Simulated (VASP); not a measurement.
# Cu3Ni (Cmmm) in VASP: further runs

The runs below take Cu3Ni through single point, with PBEsol, LDA.

All numbers are computed with VASP 6.6.1; they aren't measurements. Logs are shortened: lines on timing, memory, paths and dates and some standing lists are left out, and cuts for length are marked.

**1. The cell of the first run**

It takes space group Cmmm (No. 65, orthorhombic). The conventional cell has a = 2.632 Å, b = 4.121 Å, c = 8.246 Å, α = 90.00°, β = 90.00°, γ = 90.00°. Cu (site symmetry mm2) has 4 Ni at 2.42 to 2.90 Å and 10 Cu at 2.44 to 2.93 Å within 3.2 Å. Cu (site symmetry mmm) has 14 Cu at 2.44 to 2.93 Å within 3.2 Å. Within 3.2 Å of Ni (site symmetry mmm) lie 8 Cu at 2.42 to 2.90 Å and 6 Ni at 2.44 to 2.63 Å.

**2. Single point, PBEsol, collinear spin, ferromagnetic start**

Contents of INCAR:

```
SYSTEM = Cu3Ni
  PREC = Accurate
  ENCUT = 520
  EDIFF = 1E-6
  ISMEAR = -1
  SIGMA = 0.05
  LREAL = .FALSE.
  LASPH = .TRUE.
  NELM = 150
  ALGO = Normal
  ISIF = 2
  LWAVE = .FALSE.
  LCHARG = .FALSE.
  ISPIN = 2
  MAGMOM = 0.6 0.6 0.6 1
  LORBIT = 11
  LMAXMIX = 4
  GGA = PS
  NBANDS = 34
```

Contents of KPOINTS:

```
regular mesh
0
G
  12 12 4
  0 0 0
```

Contents of POSCAR:

```
Cu3Ni
1.0
    1.3161551000     -2.0603607600      0.0000000000
    1.3161551000      2.0603607600      0.0000000000
    0.0000000000      0.0000000000      8.2458602500
Cu Ni
3 1
Direct
    0.5000000000      0.5000000000      0.2466912200
    0.0000000000      0.0000000000      0.5000000000
    0.5000000000      0.5000000000      0.7533087800
    0.0000000000      0.0000000000      0.0000000000
```

Potentials or basis: VASP PAW PBE potentials, release 64 (Cu, Ni).

Run with:

```sh
$ cat potpaw_PBE.64/Cu/POTCAR potpaw_PBE.64/Ni/POTCAR > POTCAR
$ mpirun -np 1 vasp_std > vasp.out
```

OUTCAR:

```text
SYSTEM = Cu3Ni
   PREC = Accurate
   ENCUT = 520
   EDIFF = 1E-6
   ISMEAR = -1
   LREAL = .FALSE.
   LASPH = .TRUE.
   NELM = 150
   ISIF = 2
   ISPIN = 2
   LORBIT = 11
   GGA = PS

 ion  position               nearest neighbor table
   1  0.500  0.500  0.247-   4 2.42   4 2.42   2 2.47   2 2.47   4 2.90   4 2.90
   2  0.000  0.000  0.500-   1 2.47   3 2.47   1 2.47   3 2.47
   3  0.500  0.500  0.753-   4 2.42   4 2.42   2 2.47   2 2.47   4 2.90   4 2.90
   4  0.000  0.000  0.000-   1 2.42   3 2.42   1 2.42   3 2.42   1 2.90   3 2.90   1 2.90   3 2.90

  LATTYP: Found a base centered orthorhombic cell.
 ALAT       =     2.6323102000
 B/A-ratio  =     1.5654391796
 C/A-ratio  =     3.1325564327

  Lattice vectors:

 A1 = (   1.3161551000,  -2.0603607600,   0.0000000000)
 A2 = (   1.3161551000,   2.0603607600,   0.0000000000)
 A3 = (   0.0000000000,   0.0000000000,   8.2458602500)

Analysis of symmetry for initial positions (statically):
=====================================================================
 Subroutine PRICEL returns:
 Original cell was already a primitive cell.

 Routine SETGRP: Setting up the symmetry group for a
 base centered orthorhombic supercell.

 Subroutine GETGRP returns: Found  8 space group operations
 (whereof  8 operations were pure point group operations)
 out of a pool of  8 trial point group operations.

The static configuration has the point symmetry D_2h.

Analysis of symmetry for dynamics (positions and initial velocities):
=====================================================================
 Subroutine PRICEL returns:
 Original cell was already a primitive cell.

 Routine SETGRP: Setting up the symmetry group for a
 base centered orthorhombic supercell.

 Subroutine GETGRP returns: Found  8 space group operations
 (whereof  8 operations were pure point group operations)
 out of a pool of  8 trial point group operations.

The dynamic configuration has the point symmetry D_2h.

Analysis of structural, dynamic, and magnetic symmetry:
=====================================================================
 Subroutine PRICEL returns:
 Original cell was already a primitive cell.

 Routine SETGRP: Setting up the symmetry group for a
 base centered orthorhombic supercell.

 Subroutine GETGRP returns: Found  8 space group operations
 (whereof  8 operations were pure point group operations)
 out of a pool of  8 trial point group operations.

The overall configuration has the point symmetry D_2h.

 Subroutine INISYM returns: Found  8 space group operations
 (whereof  8 operations are pure point group operations),
 and found     1 'primitive' translations

----------------------------------------------------------------------------------------

                                     Primitive cell

  volume of cell :      44.7215

  direct lattice vectors                    reciprocal lattice vectors
     1.316155100 -2.060360760  0.000000000     0.379894436 -0.242675948  0.000000000
     1.316155100  2.060360760  0.000000000     0.379894436  0.242675948  0.000000000
     0.000000000  0.000000000  8.245860250     0.000000000  0.000000000  0.121272975

  length of vectors
     2.444862104  2.444862104  8.245860250     0.450789750  0.450789750  0.121272975

  position of ions in fractional coordinates (direct lattice)
     0.500000000  0.500000000  0.246691220
     0.000000000  0.000000000  0.500000000
     0.500000000  0.500000000  0.753308780
     0.000000000  0.000000000  0.000000000

  ion indices of the primitive-cell ions
   primitive index   ion index
                 1           1
                 2           2
                 3           3
                 4           4

----------------------------------------------------------------------------------------

 KPOINTS: regular mesh

Automatic generation of k-mesh.
 Grid dimensions read from file:
 generate k-points for:   12   12    4

 Generating k-lattice:

  Cartesian coordinates                     Fractional coordinates (reciprocal lattice)
     0.031657870 -0.020222996  0.000000000     0.083333333  0.000000000  0.000000000
     0.031657870  0.020222996  0.000000000     0.000000000  0.083333333  0.000000000
     0.000000000  0.000000000  0.030318244     0.000000000  0.000000000  0.250000000

  Length of vectors
     0.037565812  0.037565812  0.030318244

  Shift w.r.t. Gamma in fractional coordinates (k-lattice)
     0.000000000  0.000000000  0.000000000

 Subroutine IBZKPT returns following result:
 ===========================================

 Found    129 irreducible k-points:

 Following reciprocal coordinates:
            Coordinates               Weight
  0.000000  0.000000  0.000000      1.000000
  0.083333  0.000000  0.000000      4.000000
  0.166667  0.000000  0.000000      4.000000
  0.250000  0.000000  0.000000      4.000000
  0.333333  0.000000  0.000000      4.000000
  0.416667  0.000000  0.000000      4.000000
[... 16 lines left out ...]
  0.500000  0.166667  0.000000      4.000000
 -0.416667  0.166667  0.000000      4.000000
 [... further k-points ...]
   k-points           NKPTS =    129   k-points in BZ     NKDIM =    129   number of bands    NBANDS=     34
   number of dos      NEDOS =    301   number of ions     NIONS =      4
   total plane-waves  NPLWV =  20736
   dimension x,y,z NGX =    18 NGY =   18 NGZ =   64
   dimension x,y,z NGXF=    36 NGYF=   36 NGZF=  128
   ions per type =               3   1
   NGX,Y,Z   is equivalent  to a cutoff of  12.24, 12.24, 12.90 a.u.
   NGXF,Y,Z  is equivalent  to a cutoff of  24.48, 24.48, 25.81 a.u.
 SYSTEM =  Cu3Ni
   PREC   = accura    normal or accurate (medium, high low for compatibility)
   ISTART =      0    job   : 0-new  1-cont  2-samecut
   ICHARG =      2    charge: 1-file 2-atom 10-const
   ISPIN  =      2    spin polarized calculation?
   LNONCOLLINEAR =      F non collinear calculations
   LSORBIT =      F    spin-orbit coupling
   LASPH  =      T    aspherical Exc in radial PAW
   ENCUT  =  520.0 eV  38.22 Ry    6.18 a.u.   4.55  4.55 15.33*2*pi/ulx,y,z
   NELM   =    150;   NELMIN=  2; NELMDL= -5     # of ELM steps
   EDIFF  = 0.1E-05   stopping-criterion for ELM
   LREAL  =      F    real-space projection
   EDIFFG = 0.1E-04   stopping-criterion for IOM
   NSW    =      0    number of steps for IOM
   IBRION =     -1    ionic relax: 0-MD 1-quasi-New 2-CG
   NFREE  =      0    steps in history (QN), initial steepest desc. (CG)
   ISIF   =      2    stress and relaxation
   ISYM   =      2    0-nonsym 1-usesym 2-fastsym
   POTIM  = 0.5000    time-step for ionic-motion
   TEBEG  =    0.0;   TEEND  =   0.0 temperature during run
   PSTRESS=    0.0 pullay stress
   NELECT =      43.0000    total number of electrons
   NUPDOWN=      -1.0000    fix difference up-down
   EMIN   =  10.00;   EMAX   =-10.00  energy-range for DOS
   EFERMI =   0.00;   METHOD = LEGACY
   ISMEAR =    -1;   SIGMA  =   0.05  broadening in eV -4-tet -1-fermi 0-gaus
   EFERMI_NEDOS =   21; number of points for ismear=-14 and -15
   IALGO  =     38    algorithm
   IMIX   =      4    mixing-type and parameters
     AMIX     =   0.40;   BMIX     =  1.00
     AMIX_MAG =   1.60;   BMIX_MAG =  1.00
  volume/ion in A,a.u.               =      11.18        75.45
  Fermi-wavevector in a.u.,A,eV,Ry     =   1.615817  3.053452 35.522976  2.610865
  Thomas-Fermi vector in A             =   2.710504
   LORBIT       =     11    0 simple, 1 ext, 2 COOP (PROOUT), +10 PAW based schemes
   GGA     = PS    functional components
   LHFCALC =     F    Hartree Fock is set to
   AEXX    =    0.0000 exact exchange contribution
   IVDW    =     0    specifies the selected vdW correction
   LEPSILON=     F    determine dielectric tensor
   LRPA    =     F    only Hartree local field effects (RPA)
 spin polarized calculation
  energy-cutoff  :      520.00
  volume of cell :       44.72
 maximum number of plane-waves:      1225
   NGX =  9   NGY =  9   NGZ = 31

 number of electron      43.0000039 magnetization       0.0035419

 number of electron      43.0000039 magnetization      -0.0002128

 Free energy of the ion-electron system (eV)
  ---------------------------------------------------
  ext. energy  EPLUGINS =         0.00000000
  ---------------------------------------------------
  free energy    TOTEN  =       -18.88914791 eV

  energy without entropy =      -18.87422186  energy(sigma->0) =      -18.88168488

 E-fermi :   8.1739     XC(G=0): -13.2364

 val. band max:        8.1480475399   @ k =   0.5000   0.0000   0.0000
 cond. band min:       8.1775273896   @ k =  -0.1667   0.0833   0.5000
 fundamental gap:      0.0294798497
 Fermi energy:         8.1739241645

 spin component 1

 k-point     1 :       0.0000    0.0000    0.0000
  band No.  band energies     occupation
      1      -1.3366      1.00000
      2       0.7316      1.00000
      3       1.0157      1.00000
      4       3.0763      1.00000
      5       4.6510      1.00000
      6       4.7070      1.00000
[... 853 lines left out ...]
     32      23.3453      0.00000
     33      24.1508      0.00000

 [... further k-points ...]

 spin component 2

 k-point     1 :       0.0000    0.0000    0.0000
  band No.  band energies     occupation
      1      -1.3367      1.00000
      2       0.7315      1.00000
      3       1.0157      1.00000
      4       3.0762      1.00000
      5       4.6510      1.00000
      6       4.7070      1.00000
[... 853 lines left out ...]
     32      23.3452      0.00000
     33      24.1507      0.00000

 [... further k-points ...]

 [bands above 33 left out]

------------------------ aborting loop because EDIFF is reached ----------------------------------------

  FORCE on cell =-STRESS in cart. coord.  units (eV):
  Direction    XX          YY          ZZ          XY          YZ          ZX
  --------------------------------------------------------------------------------------
  -------------------------------------------------------------------------------------
  Total       -0.0355534     -0.5266775     -0.2597656      0.0000000      0.0000000      0.0000000
  in kB       -1.2737259    -18.8685713     -9.3062748      0.0000000      0.0000000      0.0000000
  external PRESSURE =      -9.8161907 kB  Pullay stress =       0.0000000 kB

 VOLUME and BASIS-vectors are now :
 -----------------------------------------------------------------------------
  energy-cutoff  :      520.00
  volume of cell :       44.72
      direct lattice vectors                 reciprocal lattice vectors
     1.316155100 -2.060360760  0.000000000     0.379894436 -0.242675948  0.000000000
     1.316155100  2.060360760  0.000000000     0.379894436  0.242675948  0.000000000
     0.000000000  0.000000000  8.245860250     0.000000000  0.000000000  0.121272975

 POSITION                                       TOTAL-FORCE (eV/Angst)
 -----------------------------------------------------------------------------------
      1.31616      0.00000      2.03418        -0.000000     -0.000000     -0.007183
      0.00000      0.00000      4.12293         0.000000     -0.000000      0.000000
      1.31616      0.00000      6.21168         0.000000     -0.000000      0.007183
      0.00000      0.00000      0.00000         0.000000      0.000000      0.000000
 -----------------------------------------------------------------------------------
    total drift:                                0.000000      0.000000      0.000000

  FREE ENERGIE OF THE ION-ELECTRON SYSTEM (eV)
  ---------------------------------------------------
  free  energy   TOTEN  =       -18.8891479089 eV

  energy  without entropy=      -18.8742218599  energy(sigma->0) =      -18.88168488

 total charge

# of ion       s       p       d       tot
------------------------------------------
    1        0.467   0.427   9.172  10.066
    2        0.466   0.415   9.174  10.056
    3        0.467   0.427   9.172  10.066
    4        0.485   0.471   8.364   9.320
--------------------------------------------------
tot          1.885   1.741  35.883  39.508

 magnetization (x)

# of ion       s       p       d       tot
------------------------------------------
    1        0.000   0.000   0.000   0.000
    2       -0.000  -0.000   0.000   0.000
    3        0.000   0.000   0.000   0.000
    4       -0.000   0.000  -0.000  -0.000
--------------------------------------------------
tot         -0.000   0.000  -0.000  -0.000
```

Wall time 5.5 min (1 thread of AMD EPYC 9R45 (Zen 5), shared host); peak memory 0.34 GiB.

What came out:

```
Free energy                                           : -18.8891 eV
Pressure                                              : -1.0 GPa
Largest force                                         : 0.007 eV/Å
Net moment                                            : 0.00 μB per cell
Valence electrons inside the program's atomic spheres : Cu 10.07, 10.06 (each value once); Ni 9.32
```

Forces in eV/Å, atoms in the order of the input:
```
Cu   0.000  0.000 -0.007
Cu   0.000  0.000  0.000
Cu   0.000  0.000  0.007
Ni   0.000  0.000  0.000
```

Caveat: the moments typed at the start vanished in this run; the PAW data sets were made with another functional, which shifts forces and pressure a little.

**3. Single point, LDA, collinear spin, ferromagnetic start**

Contents of INCAR:

```
PREC = Accurate ; ENCUT = 520
EDIFF = 1E-7 ; ISMEAR = -1
SIGMA = 0.05 ; LREAL = False
LASPH = True ; NELM = 150
ALGO = Fast ; ISIF = 2
LWAVE = False ; LCHARG = True
ISPIN = 2 ; MAGMOM = 0.6 0.6 0.6 1
LORBIT = 11 ; LMAXMIX = 4
GGA = CA ; LELF = True
LVHAR = True ; NBANDS = 34
```

Contents of KPOINTS:

```
regular mesh
0
Gamma
  12 12 4
```

POSCAR is that of step 2.

Potentials or basis: VASP PAW LDA potentials, release 64 (Cu, Ni).

Run with:

```sh
$ cat potpaw_LDA.64/Cu/POTCAR potpaw_LDA.64/Ni/POTCAR > POTCAR
$ mpirun -np 1 vasp_std > vasp.out
```

Wall time 5.3 min (1 thread of AMD EPYC 9R45 (Zen 5), shared host); peak memory 0.32 GiB.

The run converged. Its results:

* Free energy: -20.5018 eV
* Pressure: -7.7 GPa
* Largest force: 0.034 eV/Å
* Net moment: 0.00 μB per cell
* Valence electrons inside the program's atomic spheres: Cu 10.07, 10.06 (each value once); Ni 9.33

Forces on the atoms (eV/Å):
```
Cu   0.000  0.000 -0.034
Cu   0.000  0.000  0.000
Cu   0.000  0.000  0.034
Ni   0.000  0.000  0.000
```

Stress tensor (GPa, compression positive):
```
-7.10  0.00  0.00
 0.00 -8.40  0.00
 0.00  0.00 -7.46
```

Levels at points of the mesh, in eV from the Fermi level:
Spin up:
| k point | band 19 | band 20 | band 21 | band 22 | band 23 | band 24 | band 25 | band 26 |
| --- | --- | --- | --- | --- | --- | --- | --- | --- |
| (0.00, 0.00, 0.00) | -1.96 | -1.87 | -1.10 | -0.87 | -0.36 | -0.34 | 4.42 | 13.00 |
| (0.50, 0.00, 0.00) | -0.56 | -0.18 | -0.04 | -0.03 | 0.97 | 1.44 | 5.41 | 5.72 |
| (0.50, 0.50, 0.00) | -0.66 | -0.63 | 0.19 | 3.11 | 3.12 | 4.15 | 4.82 | 5.67 |
| (0.00, 0.00, 0.50) | -1.97 | -1.84 | -1.70 | -1.10 | -0.37 | -0.36 | 7.13 | 7.89 |
| (0.50, 0.00, 0.50) | -0.60 | -0.04 | 0.38 | 0.43 | 0.88 | 1.39 | 6.32 | 6.32 |
| (0.50, 0.50, 0.50) | -0.70 | 0.19 | 0.71 | 0.77 | 4.12 | 4.83 | 5.56 | 6.03 |
Spin down:
```csv
k point,band 18,band 19,band 20,band 21,band 22,band 23,band 24,band 25,band 26,band 27
"(0.00, 0.00, 0.00)",-1.97,-1.96,-1.87,-1.10,-0.87,-0.36,-0.34,4.42,13.00,13.24
"(0.50, 0.00, 0.00)",-0.86,-0.56,-0.18,-0.04,-0.03,0.97,1.44,5.41,5.72,9.56
"(0.50, 0.50, 0.00)",-0.91,-0.66,-0.63,0.19,3.11,3.12,4.15,4.82,5.67,7.52
"(0.00, 0.00, 0.50)",-1.97,-1.97,-1.84,-1.70,-1.10,-0.37,-0.36,7.13,7.89,19.37
"(0.50, 0.00, 0.50)",-1.61,-0.60,-0.04,0.38,0.43,0.88,1.39,6.32,6.32,6.90
"(0.50, 0.50, 0.50)",-0.74,-0.70,0.19,0.71,0.77,4.12,4.83,5.56,6.03,6.42
```

Caveat: the cell stands under tension; the moments typed at the start vanished in this run.
